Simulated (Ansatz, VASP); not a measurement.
**GaP: VASP beside Ansatz**

```
Ga P
1.0
    -2.60310    2.60310    2.54638
     2.60310   -2.60310    2.54638
     2.60310    2.60310   -2.54638
Ga P
2 2
Direct
  0.75000 0.25000 0.50000
  0.00000 0.00000 0.00000
  0.50000 0.50000 0.00000
  0.25000 0.75000 0.50000
```

Alike in both runs: functional PBE; k mesh 6 × 6 × 6; occupations gaussian, width 0.1 eV; no spin polarisation.

Ansatz relaxed the structure, and its values are those at the end. VASP's run is a single point on that final structure, the one shown.

|  | VASP | Ansatz |
| --- | --- | --- |
| version | VASP 6.6.1 | Ansatz 0.2.0 |
| potentials or method | VASP PAW PBE potentials, release 64 (Ga_d, P), cutoff 520 eV | scalar-relativistic, plane waves, PAW |
| valence electrons in the cell | 36 | 36 |

|  | VASP | Ansatz | Ansatz less VASP |
| --- | --- | --- | --- |
| gap on the k mesh at the Fermi level (eV) | none | none | - |
| pressure (GPa) | 0.1 | 0.1 | -0.04 |

A gap of «none» marks a metal or a gap that the smearing closes.
